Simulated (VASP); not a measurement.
Write the native input for VASP 6.6.1 that does the following.

```
Task                   : relaxation of cell and atoms
Functional             : LDA
Potentials or basis    : VASP PAW LDA potentials, release 64 (Al, N)
Cutoff                 : 600 eV
k mesh                 : 8 × 8 × 4
Occupations            : gaussian, width 0.01 eV
Spin                   : no spin polarisation
Dipole correction      : no
Further INCAR settings : ALGO = Normal; EDIFF = 1e-07; IBRION = 2; EDIFFG = -0.003; NSW = 80; ISIF = 3
```

The structure of AlN lies in POSCAR:

```
AlN
1.0
    3.1100000000      0.0000000000      0.0000000000
   -1.5550000000      2.6933390100      0.0000000000
    0.0000000000      0.0000000000      4.9800000000
Al N
2 2
Direct
    0.3333333333      0.6666666667      0.0000000000
    0.6666666667      0.3333333333      0.5000000000
    0.3333333333      0.6666666667      0.3820000000
    0.6666666667      0.3333333333      0.8820000000
```

One way to write it, as run:

INCAR

```
SYSTEM = AlN
PREC = Accurate
ENCUT = 600
EDIFF = 1E-7
ISMEAR = 0
SIGMA = 0.01
LREAL = .FALSE.
LASPH = .TRUE.
NELM = 80
ALGO = Normal
ISIF = 3
LWAVE = .FALSE.
LCHARG = .FALSE.
IBRION = 2
NSW = 80
EDIFFG = -0.003
```

KPOINTS

```
Automatic mesh
0
G
  8 8 4
  0 0 0
```

Potentials or basis: VASP PAW LDA potentials, release 64 (Al, N).

The run is started by

```sh
$ cat potpaw_LDA.64/Al/POTCAR potpaw_LDA.64/N/POTCAR > POTCAR
$ mpirun -np 1 vasp_std > vasp.out
```

Results of the run:

```json
{
 "Relaxed volume": "10.24 Å³/atom",
 "Relaxed cell": "a = 3.091 Å, b = 3.091 Å, c = 4.948 Å, α = 90.00°, β = 90.00°, γ = 120.00°",
 "Space group after relaxing (to 0.05 Å)": "P6_3mc (No. 186)",
 "Energy gained by relaxing": "2.3 meV/atom",
 "Ionic steps": "7",
 "Pressure after relaxing": "0.0 GPa",
 "Band gap on the k mesh": "4.40 eV, direct"
}
```

Run time: 26 s on 1 thread of Intel(R) Xeon(R) 6975P-C (Granite Rapids) (shared host), peak memory 0.16 GiB.
